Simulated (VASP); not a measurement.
# KBr (P1) in VASP: settings compared

KBr is run at these levels: PBE, r2SCAN; tasks: single point.

Program: VASP 6.6.1. These are calculated values, not measurements. Logs are shortened: lines on timing, memory, paths and dates and some standing lists are left out, and cuts for length are marked.

**1. The cell of the first run**

The typed cell holds 4 atoms: a = 5.619 Å, b = 5.619 Å, c = 6.554 Å, α = 90.00°, β = 90.00°, γ = 120.00°.

**2. Single point, PBE**

Contents of INCAR:

```
SYSTEM = KBr
PREC = Accurate
ENCUT = 520
EDIFF = 1E-6
ISMEAR = -1
SIGMA = 0.02
LREAL = .False.
LASPH = .True.
NELM = 80
ALGO = Normal
ISIF = 2
LWAVE = .False.
LCHARG = .False.
GGA = PE
NBANDS = 24
```

Contents of KPOINTS:

```
Automatic mesh
0
Gamma
  6 6 2
  0 0 0
```

Contents of POSCAR:

```
KBr
1.0
    5.6185814203      0.0000000000      0.0000000000
   -2.8092907101      4.8658342432      0.0000000000
    0.0000000000      0.0000000000      6.5538299466
K Br
2 2
Direct
    0.3137604499      0.6810550533     -0.0502127768
    0.6744159386      0.3237019432      0.4456707031
    0.3426305203      0.6652139876      0.4296203934
    0.6631549400      0.3324583040      0.9353690971
```

Potentials or basis: VASP PAW PBE potentials, release 64 (K_sv, Br).

Launch:

```
$ cat potpaw_PBE.64/K_sv/POTCAR potpaw_PBE.64/Br/POTCAR > POTCAR
$ mpirun -np 1 vasp_std > vasp.out
```

OUTCAR:

```text
SYSTEM = KBr
   PREC = Accurate
   ENCUT = 520
   EDIFF = 1E-6
   ISMEAR = -1
   LREAL = .False.
   LASPH = .True.
   NELM = 80
   ISIF = 2
   GGA = PE

 ion  position               nearest neighbor table
   1  0.314  0.681  0.950-   3 3.15   4 3.17   4 3.17
   2  0.674  0.324  0.446-   3 3.21   4 3.21   3 3.25   3 3.28
   3  0.343  0.665  0.430-   1 3.15   2 3.21   2 3.25   2 3.28
   4  0.663  0.332  0.935-   1 3.17   1 3.17   2 3.21

  LATTYP: Found a hexagonal cell.
 ALAT       =     5.6185814203
 C/A-ratio  =     1.1664563448

  Lattice vectors:

 A1 = (   5.6185814203,   0.0000000000,   0.0000000000)
 A2 = (  -2.8092907101,   4.8658342432,   0.0000000000)
 A3 = (   0.0000000000,   0.0000000000,   6.5538299466)

Analysis of symmetry for initial positions (statically):
=====================================================================
 Subroutine PRICEL returns:
 Original cell was already a primitive cell.

 Routine SETGRP: Setting up the symmetry group for a
 hexagonal supercell.

 Subroutine GETGRP returns: Found  1 space group operations
 (whereof  1 operations were pure point group operations)
 out of a pool of 24 trial point group operations.

The static configuration has the point symmetry C_1 .

Analysis of symmetry for dynamics (positions and initial velocities):
=====================================================================
 Subroutine PRICEL returns:
 Original cell was already a primitive cell.

 Routine SETGRP: Setting up the symmetry group for a
 hexagonal supercell.

 Subroutine GETGRP returns: Found  1 space group operations
 (whereof  1 operations were pure point group operations)
 out of a pool of 24 trial point group operations.

The dynamic configuration has the point symmetry C_1 .

 Subroutine INISYM returns: Found  1 space group operations
 (whereof  1 operations are pure point group operations),
 and found     1 'primitive' translations

----------------------------------------------------------------------------------------

                                     Primitive cell

  volume of cell :     179.1757

  direct lattice vectors                    reciprocal lattice vectors
     5.618581420  0.000000000  0.000000000     0.177980868  0.102757302  0.000000000
    -2.809290710  4.865834243  0.000000000     0.000000000  0.205514604  0.000000000
     0.000000000  0.000000000  6.553829947     0.000000000  0.000000000  0.152582537

  length of vectors
     5.618581420  5.618581420  6.553829947     0.205514604  0.205514604  0.152582537

  position of ions in fractional coordinates (direct lattice)
     0.313760450  0.681055053  0.949787223
     0.674415939  0.323701943  0.445670703
     0.342630520  0.665213988  0.429620393
     0.663154940  0.332458304  0.935369097

  ion indices of the primitive-cell ions
   primitive index   ion index
                 1           1
                 2           2
                 3           3
                 4           4

----------------------------------------------------------------------------------------

 KPOINTS: Automatic mesh

Automatic generation of k-mesh.
 Grid dimensions read from file:
 generate k-points for:    6    6    2

 Generating k-lattice:

  Cartesian coordinates                     Fractional coordinates (reciprocal lattice)
     0.029663478  0.017126217  0.000000000     0.166666667  0.000000000  0.000000000
     0.000000000  0.034252434  0.000000000     0.000000000  0.166666667  0.000000000
     0.000000000  0.000000000  0.076291268     0.000000000  0.000000000  0.500000000

  Length of vectors
     0.034252434  0.034252434  0.076291268

  Shift w.r.t. Gamma in fractional coordinates (k-lattice)
     0.000000000  0.000000000  0.000000000

 Subroutine IBZKPT returns following result:
 ===========================================

 Found     40 irreducible k-points:

 Following reciprocal coordinates:
            Coordinates               Weight
  0.000000  0.000000  0.000000      1.000000
  0.166667  0.000000  0.000000      2.000000
  0.000000  0.166667  0.000000      2.000000
 -0.166667  0.166667  0.000000      2.000000
  0.333333  0.000000  0.000000      2.000000
  0.000000  0.333333  0.000000      2.000000
[... 16 lines left out ...]
  0.000000  0.166667  0.500000      2.000000
 -0.166667  0.166667  0.500000      2.000000
 [... further k-points ...]
   k-points           NKPTS =     40   k-points in BZ     NKDIM =     40   number of bands    NBANDS=     24
   number of dos      NEDOS =    301   number of ions     NIONS =      4
   total plane-waves  NPLWV =  88200
   dimension x,y,z NGX =    42 NGY =   42 NGZ =   50
   dimension x,y,z NGXF=    84 NGYF=   84 NGZF=  100
   ions per type =               2   2
   NGX,Y,Z   is equivalent  to a cutoff of  12.43, 12.43, 12.68 a.u.
   NGXF,Y,Z  is equivalent  to a cutoff of  24.85, 24.85, 25.37 a.u.
 SYSTEM =  KBr
   PREC   = accura    normal or accurate (medium, high low for compatibility)
   ISTART =      0    job   : 0-new  1-cont  2-samecut
   ICHARG =      2    charge: 1-file 2-atom 10-const
   ISPIN  =      1    spin polarized calculation?
   LNONCOLLINEAR =      F non collinear calculations
   LSORBIT =      F    spin-orbit coupling
   LASPH  =      T    aspherical Exc in radial PAW
   ENCUT  =  520.0 eV  38.22 Ry    6.18 a.u.  10.45 10.45 12.19*2*pi/ulx,y,z
   NELM   =     80;   NELMIN=  2; NELMDL= -5     # of ELM steps
   EDIFF  = 0.1E-05   stopping-criterion for ELM
   LREAL  =      F    real-space projection
   EDIFFG = 0.1E-04   stopping-criterion for IOM
   NSW    =      0    number of steps for IOM
   IBRION =     -1    ionic relax: 0-MD 1-quasi-New 2-CG
   NFREE  =      0    steps in history (QN), initial steepest desc. (CG)
   ISIF   =      2    stress and relaxation
   ISYM   =      2    0-nonsym 1-usesym 2-fastsym
   POTIM  = 0.5000    time-step for ionic-motion
   TEBEG  =    0.0;   TEEND  =   0.0 temperature during run
   PSTRESS=    0.0 pullay stress
   NELECT =      32.0000    total number of electrons
   NUPDOWN=      -1.0000    fix difference up-down
   EMIN   =  10.00;   EMAX   =-10.00  energy-range for DOS
   EFERMI =   0.00;   METHOD = LEGACY
   ISMEAR =    -1;   SIGMA  =   0.02  broadening in eV -4-tet -1-fermi 0-gaus
   EFERMI_NEDOS =   21; number of points for ismear=-14 and -15
   IALGO  =     38    algorithm
   IMIX   =      4    mixing-type and parameters
     AMIX     =   0.40;   BMIX     =  1.00
     AMIX_MAG =   1.60;   BMIX_MAG =  1.00
  volume/ion in A,a.u.               =      44.79       302.28
  Fermi-wavevector in a.u.,A,eV,Ry     =   0.921931  1.742197 11.564365  0.849957
  Thomas-Fermi vector in A             =   2.047402
   LORBIT       =      0    0 simple, 1 ext, 2 COOP (PROOUT), +10 PAW based schemes
   GGA     = PE    functional components
   LHFCALC =     F    Hartree Fock is set to
   AEXX    =    0.0000 exact exchange contribution
   IVDW    =     0    specifies the selected vdW correction
   LEPSILON=     F    determine dielectric tensor
   LRPA    =     F    only Hartree local field effects (RPA)
 non-spin polarized calculation
  energy-cutoff  :      520.00
  volume of cell :      179.18
 maximum number of plane-waves:      4860
 NGX is ok and might be reduce to    42
   NGX = 21   NGY = 21   NGZ = 25

 number of electron      32.0000001 magnetization

 Free energy of the ion-electron system (eV)
  ---------------------------------------------------
  ext. energy  EPLUGINS =         0.00000000
  ---------------------------------------------------
  free energy    TOTEN  =       -12.23478553 eV

  energy without entropy =      -12.23478553  energy(sigma->0) =      -12.23478553

 E-fermi :  -2.0460     XC(G=0):  -6.3489

 val. band max:       -2.5376654845   @ k =   0.0000   0.0000   0.0000
 cond. band min:       1.6485764457   @ k =   0.0000   0.0000   0.0000
 fundamental gap:      4.1862419301
 Fermi energy:        -2.0459557307

 k-point     1 :       0.0000    0.0000    0.0000
  band No.  band energies     occupation
      1     -30.4558      2.00000
      2     -30.4420      2.00000
      3     -14.7656      2.00000
      4     -14.6963      2.00000
      5     -13.9915      2.00000
      6     -13.9862      2.00000
[... 16 lines left out ...]
     23       5.7743      0.00000
     24       6.2567      0.00000

 k-point     2 :       0.1667    0.0000    0.0000
  band No.  band energies     occupation
      1     -30.4555      2.00000
      2     -30.4421      2.00000
      3     -14.8033      2.00000
      4     -14.7436      2.00000
      5     -13.9955      2.00000
      6     -13.9808      2.00000
[... 16 lines left out ...]
     23       5.8788      0.00000
     24       6.0018      0.00000

 k-point     3 :       0.0000    0.1667    0.0000
  band No.  band energies     occupation
      1     -30.4555      2.00000
      2     -30.4421      2.00000
      3     -14.8035      2.00000
      4     -14.7459      2.00000
      5     -13.9955      2.00000
      6     -13.9816      2.00000
[... 16 lines left out ...]
     23       5.8550      0.00000
     24       5.9952      0.00000

 k-point     4 :      -0.1667    0.1667    0.0000
  band No.  band energies     occupation
      1     -30.4556      2.00000
      2     -30.4420      2.00000
      3     -14.7936      2.00000
      4     -14.7358      2.00000
      5     -13.9958      2.00000
      6     -13.9889      2.00000
[... 16 lines left out ...]
     23       5.7778      0.00000
     24       5.9924      0.00000

 k-point     5 :       0.3333    0.0000    0.0000
  band No.  band energies     occupation
      1     -30.4549      2.00000
      2     -30.4423      2.00000
      3     -14.8687      2.00000
      4     -14.8236      2.00000
      5     -13.9861      2.00000
      6     -13.9831      2.00000
[... 16 lines left out ...]
     23       5.8273      0.00000
     24       6.1368      0.00000

 k-point     6 :       0.0000    0.3333    0.0000
  band No.  band energies     occupation
      1     -30.4549      2.00000
      2     -30.4423      2.00000
      3     -14.8678      2.00000
      4     -14.8308      2.00000
      5     -13.9867      2.00000
      6     -13.9832      2.00000
[... 16 lines left out ...]
     23       5.8389      0.00000
     24       6.1037      0.00000
[... 379 lines left out ...]
 k-point    21 :       0.0000    0.0000    0.5000
  band No.  band energies     occupation
      1     -30.4549      2.00000
      2     -30.4428      2.00000
      3     -14.8519      2.00000
      4     -14.8468      2.00000
      5     -13.9721      2.00000
      6     -13.9675      2.00000
[... 16 lines left out ...]
     23       6.3979      0.00000
     24       6.4768      0.00000

 k-point    22 :       0.1667    0.0000    0.5000
  band No.  band energies     occupation
      1     -30.4548      2.00000
      2     -30.4427      2.00000
      3     -14.8871      2.00000
      4     -14.8782      2.00000
      5     -13.9700      2.00000
      6     -13.9626      2.00000
[... 16 lines left out ...]
     23       6.3023      0.00000
     24       6.3637      0.00000

 k-point    23 :       0.0000    0.1667    0.5000
  band No.  band energies     occupation
      1     -30.4548      2.00000
      2     -30.4427      2.00000
      3     -14.8869      2.00000
      4     -14.8803      2.00000
      5     -13.9708      2.00000
      6     -13.9626      2.00000
[... 16 lines left out ...]
     23       6.2917      0.00000
     24       6.3457      0.00000

 k-point    24 :      -0.1667    0.1667    0.5000
  band No.  band energies     occupation
      1     -30.4548      2.00000
      2     -30.4427      2.00000
      3     -14.8779      2.00000
      4     -14.8728      2.00000
      5     -13.9733      2.00000
      6     -13.9606      2.00000
[... 16 lines left out ...]
     23       6.3362      0.00000
     24       6.4503      0.00000

 [... further k-points ...]

------------------------ aborting loop because EDIFF is reached ----------------------------------------

  FORCE on cell =-STRESS in cart. coord.  units (eV):
  Direction    XX          YY          ZZ          XY          YZ          ZX
  --------------------------------------------------------------------------------------
  -------------------------------------------------------------------------------------
  Total        0.2455381      0.7011420      0.8412207      0.2781095     -0.0095234      0.0338123
  in kB        2.1955852      6.2695645      7.5221392      2.4868362     -0.0851577      0.3023477
  external PRESSURE =       5.3290963 kB  Pullay stress =       0.0000000 kB

 VOLUME and BASIS-vectors are now :
 -----------------------------------------------------------------------------
  energy-cutoff  :      520.00
  volume of cell :      179.18
      direct lattice vectors                 reciprocal lattice vectors
     5.618581420  0.000000000  0.000000000     0.177980868  0.102757302  0.000000000
    -2.809290710  4.865834243  0.000000000     0.000000000  0.205514604  0.000000000
     0.000000000  0.000000000  6.553829947     0.000000000  0.000000000  0.152582537

 POSITION                                       TOTAL-FORCE (eV/Angst)
 -----------------------------------------------------------------------------------
     -0.15039      3.31390      6.22474         0.162428     -0.085338     -0.181760
      2.87989      1.57508      2.92085        -0.037206      0.061161     -0.087786
      0.05632      3.23682      2.81566        -0.003526     -0.046140      0.191741
      2.79202      1.61769      6.13025        -0.121696      0.070317      0.077805
 -----------------------------------------------------------------------------------
    total drift:                               -0.000085     -0.000036      0.000660

  FREE ENERGIE OF THE ION-ELECTRON SYSTEM (eV)
  ---------------------------------------------------
  free  energy   TOTEN  =       -12.2347855285 eV

  energy  without entropy=      -12.2347855285  energy(sigma->0) =      -12.23478553
```

Wall time 3.2 min (1 thread of Intel Xeon 6975P-C, shared host); peak memory 0.36 GiB.

What came out:

```
Free energy            : -12.2348 eV
Pressure               : 0.5 GPa
Largest force          : 0.258 eV/Å
Band gap on the k mesh : 4.19 eV, direct
```

Forces in eV/Å, atoms in the order of the input:
```
K    0.162 -0.085 -0.182
K   -0.037  0.061 -0.088
Br  -0.004 -0.046  0.192
Br  -0.122  0.070  0.078
```

Caveat: the k points lie up to 0.48 Å⁻¹ apart. PBE gaps usually lie below the measured ones, often by a third to a half.

**3. Single point, r2SCAN**

Contents of POSCAR:

```
KBr
1.0
    5.6185814203      0.0000000000      0.0000000000
   -2.8092907101      4.8658342432      0.0000000000
    0.0000000000      0.0000000000      6.5538299466
K Br
2 2
Direct
    0.3083849023      0.6597625072     -0.0490279734
    0.6859909335      0.3604368567      0.4459654925
    0.3415748310      0.6547709685      0.4310548218
    0.6611772236      0.3353451676      0.9332108172
```

Contents of INCAR.step1:

```
PREC = Accurate ; ENCUT = 520
ISMEAR = -1 ; SIGMA = 0.086
LREAL = False ; LASPH = True
NELM = 80 ; NBANDS = 24
GGA = PE ; ALGO = Normal
EDIFF = 1E-4 ; LWAVE = True
LCHARG = False
```

Contents of INCAR.step2:

```
PREC = Accurate ; ENCUT = 520
EDIFF = 1E-6 ; ISMEAR = -1
SIGMA = 0.086 ; LREAL = False
LASPH = True ; NELM = 80
ALGO = Normal ; ISIF = 2
LWAVE = False ; LCHARG = False
METAGGA = R2SCAN ; LMIXTAU = True
NBANDS = 24 ; ISTART = 1
```

Contents of KPOINTS:

```
Automatic mesh
0
Gamma
  6 6 2
```

Potentials or basis: VASP PAW PBE potentials, release 64 (K_sv, Br).

Launch:

```
$ cat potpaw_PBE.64/K_sv/POTCAR potpaw_PBE.64/Br/POTCAR > POTCAR
$ cp INCAR.step1 INCAR
$ mpirun -np 1 vasp_std > vasp.out
$ cp INCAR.step2 INCAR
$ mpirun -np 1 vasp_std > vasp.out
```

Wall time 11 min (1 thread of Intel Xeon 6975P-C, shared host); peak memory 0.4 GiB.

Results (log left out):

```
Free energy            : -46.1711 eV
Pressure               : 0.2 GPa
Largest force          : 0.304 eV/Å
Band gap on the k mesh : 4.76 eV, direct
```

Forces on the atoms (eV/Å):
```
K    0.155  0.079 -0.198
K    0.070 -0.222 -0.109
Br  -0.122  0.206  0.187
Br  -0.103 -0.063  0.120
```

Stress tensor (GPa, compression positive):
```
 0.57  0.05  0.04
 0.05 -0.29 -0.03
 0.04 -0.03  0.26
```

Levels at points of the mesh, in eV from the valence-band top:
| k point | band 14 | band 15 | band 16 | band 17 | band 18 | band 19 |
| --- | --- | --- | --- | --- | --- | --- |
| (0.00, 0.00, 0.00) | -0.31 | -0.25 | 0.00 | 4.76 | 7.82 | 7.94 |
| (0.50, 0.00, 0.00) | -0.46 | -0.21 | -0.13 | 6.43 | 7.16 | 7.18 |
| (0.00, 0.50, 0.00) | -0.42 | -0.23 | -0.16 | 6.57 | 7.16 | 7.20 |
| (0.50, 0.50, 0.00) | -0.41 | -0.30 | -0.15 | 6.38 | 7.18 | 7.31 |
| (0.00, 0.00, 0.50) | -0.40 | -0.39 | -0.38 | 6.02 | 6.04 | 8.89 |
| (0.50, 0.00, 0.50) | -0.34 | -0.28 | -0.27 | 6.70 | 6.73 | 8.59 |
| (0.00, 0.50, 0.50) | -0.36 | -0.26 | -0.26 | 6.77 | 6.86 | 8.65 |
| (0.50, 0.50, 0.50) | -0.34 | -0.25 | -0.23 | 6.67 | 6.80 | 8.43 |

Caveat: the k points lie up to 0.48 Å⁻¹ apart; the PAW data sets were made with another functional, which shifts forces and pressure a little. r2SCAN opens gaps a little over a GGA but as a rule still falls short of measured ones.
